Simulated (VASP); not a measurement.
Sn: single point with PBE

Crystal: Sn.

```
Sn
1.0
     0.00000    2.40975    2.40975
     2.40975    0.00000    2.40975
     2.40975    2.40975    0.00000
Sn
1
Direct
  0.00000 0.00000 0.00000
```

```
Program             : VASP 6.6.1
Task                : single point
Functional          : PBE
Potentials or basis : VASP PAW PBE potentials, release 64 (Sn_d)
Cutoff              : 520 eV
k mesh              : 16 × 16 × 16
Occupations         : gaussian, width 0.05 eV
Spin                : no spin polarisation
```

```json
{
 "Pressure": "0.0 GPa",
 "Band gap on the k mesh": "zero (band 7 reaches 15.25 eV, above the bottom of band 8 at 5.89 eV)"
}
```

Levels at points of the mesh, in eV from the Fermi level:
| k point | band 5 | band 6 | band 7 | band 8 | band 9 | band 10 |
| --- | --- | --- | --- | --- | --- | --- |
| (0.00, 0.00, 0.00) | -21.53 | -10.98 | 7.41 | 7.41 | 7.41 | 10.52 |
| (0.50, 0.00, 0.00) | -21.46 | -6.80 | -4.54 | 5.57 | 5.57 | 9.90 |
| (0.50, 0.50, 0.00) | -21.45 | -4.97 | -3.56 | 1.97 | 1.97 | 5.26 |

Run time: 36 s on 1 thread of Intel(R) Xeon(R) Platinum 8259CL CPU @ 2.50GHz (Skylake/Cascade Lake) (shared host), peak memory 0.19 GiB.

Caveat: spin-orbit coupling is left out, which moves the levels of the heavy elements.
